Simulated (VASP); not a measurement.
# SnTe (Fm-3m) in VASP: settings compared, part 2 of 3

VASP 6.6.1.

## Step 4: Single point, HSE06, non-collinear spin, zero start, spin-orbit coupling

This run uses another cell than the first one, of 31.28 Å³/atom.

POSCAR reads:

```
SnTe
1.0
    0.0000000000      3.1508500000      3.1508500000
    3.1508500000      0.0000000000      3.1508500000
    3.1508500000      3.1508500000      0.0000000000
Te Sn
1 1
Direct
    0.5000000000      0.5000000000      0.5000000000
    0.0000000000      0.0000000000      0.0000000000
```

INCAR.step1 reads:

```
PREC = Accurate
ENCUT = 520
EDIFF = 1E-5
ISMEAR = -1
SIGMA = 0.05
LREAL = F
LASPH = T
NELM = 150
ALGO = Normal
ISIF = 2
LWAVE = T
LCHARG = F
LNONCOLLINEAR = T
MAGMOM = 0 0 0 0 0 0
LORBIT = 11
LSORBIT = T
GGA_COMPAT = F
LORBMOM = T
GGA = PE
NBANDS = 32
KPAR = 4
```

INCAR.step2 reads:

```
PREC = Accurate
ENCUT = 520
EDIFF = 1E-6
ISMEAR = -1
SIGMA = 0.05
LREAL = F
LASPH = T
NELM = 150
ALGO = Normal
ISIF = 2
LWAVE = F
LCHARG = F
LNONCOLLINEAR = T
MAGMOM = 0 0 0 0 0 0
LORBIT = 11
LSORBIT = T
GGA_COMPAT = F
LORBMOM = T
GGA = PE
LHFCALC = T
HFSCREEN = 0.2079
PRECFOCK = Normal
ISTART = 1
NBANDS = 32
KPAR = 4
```

KPOINTS reads:

```
regular mesh
0
Gamma
  4 4 4
```

Potentials or basis: VASP PAW PBE potentials, release 64 (Te, Sn_d).

The run is started by

```console
$ cat potpaw_PBE.64/Te/POTCAR potpaw_PBE.64/Sn_d/POTCAR > POTCAR
$ cp INCAR.step1 INCAR
$ mpirun -np 4 vasp_ncl > vasp.out
$ cp INCAR.step2 INCAR
$ mpirun -np 4 vasp_ncl > vasp.out
```

OUTCAR:

```text
PREC = Accurate
   ENCUT = 520
   EDIFF = 1E-6
   ISMEAR = -1
   LREAL = F
   LASPH = T
   NELM = 150
   ISIF = 2
   LNONCOLLINEAR = T
   LORBIT = 11
   LSORBIT = T
   GGA = PE
   LHFCALC = T
   HFSCREEN = 0.2079
   PRECFOCK = Normal
   ISTART = 1

 ion  position               nearest neighbor table
   1  0.500  0.500  0.500-   2 3.15   2 3.15   2 3.15   2 3.15   2 3.15   2 3.15
   2  0.000  0.000  0.000-   1 3.15   1 3.15   1 3.15   1 3.15   1 3.15   1 3.15

  LATTYP: Found a face centered cubic cell.
 ALAT       =     6.3017000000

  Lattice vectors:

 A1 = (   0.0000000000,   3.1508500000,   3.1508500000)
 A2 = (   3.1508500000,   0.0000000000,   3.1508500000)
 A3 = (   3.1508500000,   3.1508500000,   0.0000000000)

Analysis of symmetry for initial positions (statically):
=====================================================================
 Subroutine PRICEL returns:
 Original cell was already a primitive cell.

 Routine SETGRP: Setting up the symmetry group for a
 face centered cubic supercell.

 Subroutine GETGRP returns: Found 48 space group operations
 (whereof 48 operations were pure point group operations)
 out of a pool of 48 trial point group operations.

The static configuration has the point symmetry O_h .

Analysis of symmetry for dynamics (positions and initial velocities):
=====================================================================
 Subroutine PRICEL returns:
 Original cell was already a primitive cell.

 Routine SETGRP: Setting up the symmetry group for a
 face centered cubic supercell.

 Subroutine GETGRP returns: Found 48 space group operations
 (whereof 48 operations were pure point group operations)
 out of a pool of 48 trial point group operations.

The dynamic configuration has the point symmetry O_h .

Analysis of structural, dynamic, and magnetic symmetry:
=====================================================================
 Subroutine PRICEL returns:
[... 482 lines left out ...]
 ----------------------------------------
  1        -0.000  -0.000  -0.000
  2         0.000   0.000   0.000
 ----------------------------------------
            0.000   0.000   0.000

 orbital moment (z)

 # of ion     p       d       tot
 ----------------------------------------
  1        -0.000  -0.000  -0.000
  2         0.000   0.000   0.000
 ----------------------------------------
            0.000   0.000   0.000

 Spin-Orbit-Coupling matrix elements

 Ion:    1  E_soc:     -0.1885474
 l=   1
     0.0000000    -0.0314829    -0.0314829
    -0.0314829     0.0000000    -0.0314829
    -0.0314829    -0.0314829     0.0000000
 l=   2
     0.0000000    -0.0000316     0.0000000    -0.0000316     0.0000900
    -0.0000316     0.0000000     0.0000675    -0.0000316     0.0000225
     0.0000000     0.0000675     0.0000000     0.0000675     0.0000000
    -0.0000316    -0.0000316     0.0000675     0.0000000     0.0000225
     0.0000900     0.0000225     0.0000000     0.0000225     0.0000000
 l=   3
     0.0000000     0.0000000     0.0000000     0.0000000     0.0000000     0.0000000     0.0000000
     0.0000000     0.0000000     0.0000000     0.0000000     0.0000000     0.0000000     0.0000000
     0.0000000     0.0000000     0.0000000     0.0000000     0.0000000     0.0000000     0.0000000
     0.0000000     0.0000000     0.0000000     0.0000000     0.0000000     0.0000000     0.0000000
     0.0000000     0.0000000     0.0000000     0.0000000     0.0000000     0.0000000     0.0000000
     0.0000000     0.0000000     0.0000000     0.0000000     0.0000000     0.0000000     0.0000000
     0.0000000     0.0000000     0.0000000     0.0000000     0.0000000     0.0000000     0.0000000

 Ion:    2  E_soc:     -0.1043039
 l=   1
     0.0000000    -0.0115829    -0.0115828
    -0.0115829     0.0000000    -0.0115828
    -0.0115828    -0.0115828     0.0000000
 l=   2
     0.0000000    -0.0011521     0.0000000    -0.0011521    -0.0046491
    -0.0011521     0.0000000    -0.0034868    -0.0011521    -0.0011623
     0.0000000    -0.0034868     0.0000000    -0.0034868     0.0000000
    -0.0011521    -0.0011521    -0.0034868     0.0000000    -0.0011623
    -0.0046491    -0.0011623     0.0000000    -0.0011623     0.0000000
 l=   3
     0.0000000     0.0000000     0.0000000     0.0000000     0.0000000     0.0000000     0.0000000
     0.0000000     0.0000000     0.0000000     0.0000000     0.0000000     0.0000000     0.0000000
     0.0000000     0.0000000     0.0000000     0.0000000     0.0000000     0.0000000     0.0000000
     0.0000000     0.0000000     0.0000000     0.0000000     0.0000000     0.0000000     0.0000000
     0.0000000     0.0000000     0.0000000     0.0000000     0.0000000     0.0000000     0.0000000
     0.0000000     0.0000000     0.0000000     0.0000000     0.0000000     0.0000000     0.0000000
     0.0000000     0.0000000     0.0000000     0.0000000     0.0000000     0.0000000     0.0000000

 total charge

# of ion       s       p       d       tot
------------------------------------------
    1        1.358   2.083   0.031   3.472
    2        1.378   0.737   9.988  12.104
--------------------------------------------------
tot          2.736   2.820  10.019  15.576

 magnetization (x)

# of ion       s       p       d       tot
------------------------------------------
    1        0.000  -0.000  -0.000   0.000
    2       -0.000  -0.000   0.000  -0.000
--------------------------------------------------
tot         -0.000  -0.000  -0.000  -0.000

 magnetization (y)

# of ion       s       p       d       tot
------------------------------------------
    1        0.000   0.000   0.000   0.000
    2       -0.000  -0.000   0.000  -0.000
--------------------------------------------------
tot         -0.000   0.000   0.000  -0.000

 magnetization (z)

# of ion       s       p       d       tot
------------------------------------------
    1        0.000  -0.000  -0.000  -0.000
    2        0.000  -0.000  -0.000   0.000
--------------------------------------------------
tot          0.000  -0.000  -0.000   0.000
```

OSZICAR.step1:

```text
N       E                     dE             d eps       ncg     rms          rms(c)
DAV:   1     0.170906808606E+03    0.17091E+03   -0.90102E+03   536   0.150E+03
DAV:   2     0.143002669051E+02   -0.15661E+03   -0.15122E+03   520   0.426E+02
DAV:   3    -0.678626193822E+01   -0.21087E+02   -0.20663E+02   624   0.132E+02
DAV:   4    -0.770784584192E+01   -0.92158E+00   -0.92010E+00   600   0.296E+01
DAV:   5    -0.774556392523E+01   -0.37718E-01   -0.37717E-01   776   0.592E+00    0.624E+00
DAV:   6    -0.769872980843E+01    0.46834E-01   -0.96949E-02   632   0.257E+00    0.400E+00
DAV:   7    -0.769920010595E+01   -0.47030E-03   -0.37498E-02   664   0.102E+00    0.190E+00
DAV:   8    -0.770020422724E+01   -0.10041E-02   -0.18167E-03   608   0.291E-01    0.384E-01
DAV:   9    -0.769997706561E+01    0.22716E-03   -0.13417E-03   672   0.311E-01    0.152E-01
DAV:  10    -0.770007795001E+01   -0.10088E-03   -0.20114E-04   488   0.858E-02    0.297E-02
DAV:  11    -0.770008282560E+01   -0.48756E-05   -0.69155E-06   464   0.255E-02
   1 F= -.77000828E+01 E0= -.76983382E+01  d E =-.348925E-02  mag=     0.0000    -0.0000    -0.0000
```

It took 31 min on 4 MPI ranks of Intel Xeon Platinum 8259CL at 2.50GHz (Skylake/Cascade Lake), shared host; peak memory 0.51 GiB.

Results:

```
Free energy                                           : -9.1637 eV
Pressure                                              : 0.1 GPa
Net moment                                            : 0.00 μB per cell
Valence electrons inside the program's atomic spheres : Te 3.47; Sn 12.10
```

Moments on the atoms (μB; x, y, z):
```
Te  0.00 0.00 0.00
Sn  0.00 0.00 0.00
```

Caveat: the k points lie up to 0.43 Å⁻¹ apart; the PAW data sets were made with another functional, which shifts forces and pressure a little.

## Step 5: Single point, HSE06

This run uses another cell than the first one, of 31.91 Å³/atom.

POSCAR reads:

```
SnTe
1.0
    0.0000000000      3.1717171644      3.1717171644
    3.1717171644      0.0000000000      3.1717171644
    3.1717171644      3.1717171644      0.0000000000
Te Sn
1 1
Direct
    0.5000000000      0.5000000000      0.5000000000
    0.0000000000      0.0000000000      0.0000000000
```

INCAR.step1 reads:

```
PREC     = Accurate       # precision mode
ENCUT    = 520            # plane-wave cutoff, eV
EDIFF    = 1E-5           # SCF threshold, eV
ISMEAR   = -1             # smearing method
SIGMA    = 0.05           # smearing width, eV
LREAL    = False          # projectors in reciprocal space
LASPH    = True           # aspherical terms in the spheres
NELM     = 100            # most SCF steps
ALGO     = Normal         # electronic algorithm
ISIF     = 2              # what is computed and relaxed
LWAVE    = True           # write WAVECAR
LCHARG   = False          # write CHGCAR
GGA      = PE             # functional
NBANDS   = 17             # bands
```

INCAR.step2 reads:

```
PREC     = Accurate       # precision mode
ENCUT    = 520            # plane-wave cutoff, eV
EDIFF    = 1E-6           # SCF threshold, eV
ISMEAR   = -1             # smearing method
SIGMA    = 0.05           # smearing width, eV
LREAL    = False          # projectors in reciprocal space
LASPH    = True           # aspherical terms in the spheres
NELM     = 100            # most SCF steps
ALGO     = Normal         # electronic algorithm
ISIF     = 2              # what is computed and relaxed
LWAVE    = False          # write WAVECAR
LCHARG   = False          # write CHGCAR
GGA      = PE             # functional
LHFCALC  = True           # exact exchange
HFSCREEN = 0.2079         # screening, 1/A
PRECFOCK = Normal       
ISTART   = 1            
NBANDS   = 17             # bands
```

KPOINTS reads:

```
Automatic mesh
0
Gamma
  4 4 4
```

The run is started by

```console
$ cat potpaw_PBE.64/Te/POTCAR potpaw_PBE.64/Sn_d/POTCAR > POTCAR
$ cp INCAR.step1 INCAR
$ mpirun -np 1 vasp_std > vasp.out
$ cp INCAR.step2 INCAR
$ mpirun -np 1 vasp_std > vasp.out
```

Wall time 35 min (1 thread of Intel Xeon 8259CL, shared host); peak memory 0.32 GiB.

Results (log left out):

```
Free energy            : -9.0243 eV
Pressure               : 0.0 GPa
Band gap on the k mesh : 0.12 eV
```

Levels at points of the mesh, in eV from the valence-band top:
```csv
k point,band 8,band 9,band 10,band 11,band 12,band 13
"(0.00, 0.00, 0.00)",-2.54,-2.54,-2.54,3.79,3.79,3.79
"(0.50, 0.00, 0.00)",-2.20,-2.20,0.00,0.12,0.53,0.53
"(0.50, 0.50, 0.00)",-6.27,-4.26,-4.26,2.43,5.44,5.44
```

Caveat: the k points lie up to 0.43 Å⁻¹ apart; the PAW data sets were made with another functional, which shifts forces and pressure a little; spin-orbit coupling is left out, which moves the levels of the heavy elements.

## Step 6: Single point, HSE06

This run uses another cell than the first one, of 32.53 Å³/atom.

POSCAR reads:

```
SnTe
1.0
    0.0000000000      3.1923133075      3.1923133075
    3.1923133075      0.0000000000      3.1923133075
    3.1923133075      3.1923133075      0.0000000000
Te Sn
1 1
Direct
    0.5000000000      0.5000000000      0.5000000000
    0.0000000000      0.0000000000      0.0000000000
```

INCAR.step1 reads:

```
PREC = Accurate ; ENCUT = 520
EDIFF = 1E-5 ; ISMEAR = -1
SIGMA = 0.05 ; LREAL = False
LASPH = True ; NELM = 80
ALGO = Normal ; ISIF = 2
LWAVE = True ; LCHARG = False
GGA = PE ; NBANDS = 17
```

INCAR.step2 reads:

```
PREC = Accurate ; ENCUT = 520
EDIFF = 1E-6 ; ISMEAR = -1
SIGMA = 0.05 ; LREAL = False
LASPH = True ; NELM = 80
ALGO = Normal ; ISIF = 2
LWAVE = False ; LCHARG = False
GGA = PE ; LHFCALC = True
HFSCREEN = 0.2079 ; PRECFOCK = Normal
ISTART = 1 ; NBANDS = 17
```

KPOINTS reads:

```
regular mesh
0
Gamma
  4 4 4
```

Potentials or basis: VASP PAW PBE potentials, release 64 (Te, Sn_d).

The run is started by

```console
$ cat potpaw_PBE.64/Te/POTCAR potpaw_PBE.64/Sn_d/POTCAR > POTCAR
$ cp INCAR.step1 INCAR
$ mpirun -np 1 vasp_std > vasp.out
$ cp INCAR.step2 INCAR
$ mpirun -np 1 vasp_std > vasp.out
```

It took 28 min on 1 thread of Intel Xeon 8259CL, shared host; peak memory 0.32 GiB.

The run converged. Its results:

```yaml
Free_energy: -9.0215 eV
Pressure: -0.7 GPa
Band_gap_on_the_k_mesh: 0.20 eV
```

Levels at points of the mesh, in eV from the valence-band top:
```tsv
k point	band 6	band 7	band 8	band 9	band 10	band 11	band 12	band 13	band 14	band 15
(0.00, 0.00, 0.00)	-13.94	-5.24	-2.42	-2.42	-2.42	3.80	3.80	3.80	5.23	5.23
(0.50, 0.00, 0.00)	-12.60	-9.12	-2.08	-2.08	0.00	0.21	0.63	0.63	8.31	9.29
(0.50, 0.50, 0.00)	-12.29	-7.11	-6.06	-4.10	-4.10	2.57	5.40	5.40	6.88	9.55
```

Caveat: the k points lie up to 0.43 Å⁻¹ apart; the PAW data sets were made with another functional, which shifts forces and pressure a little; spin-orbit coupling is left out, which moves the levels of the heavy elements. A k mesh can miss the band edges.

[end of part 2 of 3]
